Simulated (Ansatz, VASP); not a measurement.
## One calculation of KMgF3, two programs

```
K Mg F
1.0
     3.97111    0.00000    0.00000
     0.00000    3.97111    0.00000
     0.00000    0.00000    3.97111
K Mg F
1 1 3
Direct
  0.00000 0.00000 0.00000
  0.50000 0.50000 0.50000
  0.50000 0.50000 0.00000
  0.50000 0.00000 0.50000
  0.00000 0.50000 0.50000
```

Alike in both runs: task single point; functional PBE; k mesh 6 × 6 × 6; no spin polarisation.

|  | VASP | Ansatz |
| --- | --- | --- |
| version | VASP 6.6.1 | Ansatz 0.2.0 |
| potentials or method | VASP PAW PBE potentials, release 64 (K_sv, Mg, F) | plane waves, PAW |
| plane-wave cutoff (eV) | 520 | 420 |
| occupations | gaussian, width 0.01 eV | fixed |
| valence electrons in the cell | 32 | 40 |

VASP gave:

- gap on the k mesh at the Fermi level (eV): 7.39
- pressure (GPa): 4.3

Problem. What did Ansatz give for the same quantities?

Solution. gap on the k mesh at the Fermi level (eV): 7.42; pressure (GPa): 4.7.

VASP's potentials hold 32 valence electrons a cell and Ansatz's 40, so a difference there can come from the potentials and not from the codes.
